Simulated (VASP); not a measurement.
A run of VASP 6.6.1 is set up as follows.

File INCAR:

```
ALGO = Normal
EDIFF = 1E-7
ENCUT = 520
ISIF = 2
ISMEAR = -1
LASPH = T
LCHARG = T
LELF = T
LREAL = F
LVHAR = T
LWAVE = F
NBANDS = 20
NELM = 60
PREC = Accurate
SIGMA = 0.05
```

The input KPOINTS:

```
k-points
0
Gamma
  10 10 10
```

The input POSCAR:

```
MoS2
1.0
    1.6063642348      0.9274348234      6.1954663772
   -1.6063642348      0.9274348234      6.1954663772
    0.0000000000     -1.8548696467      6.1954663772
Mo S
1 2
Direct
    0.0000000000      0.0000000000      0.0000000000
    0.2500000000      0.2500000000      0.2500000000
    0.7500000000      0.7500000000      0.7500000000
```

Potentials or basis: VASP PAW LDA potentials, release 64 (Mo_sv, S).

Run with:

```console
$ cat potpaw_LDA.64/Mo_sv/POTCAR potpaw_LDA.64/S/POTCAR > POTCAR
$ mpirun -np 1 vasp_std > vasp.out
```

Task: Estimate the pressure.

Result: -5.3 GPa.

Task: Predict the band gap on the k mesh.

Result: Zero (band 13 reaches 7.38 eV, above the bottom of band 14 at 6.76 eV).

Task: Predict the largest force.

Result: 0.058 eV/Å.

Stress tensor (GPa, compression positive):
```
-6.58  0.00  0.00
 0.00 -6.58  0.00
 0.00  0.00 -2.80
```
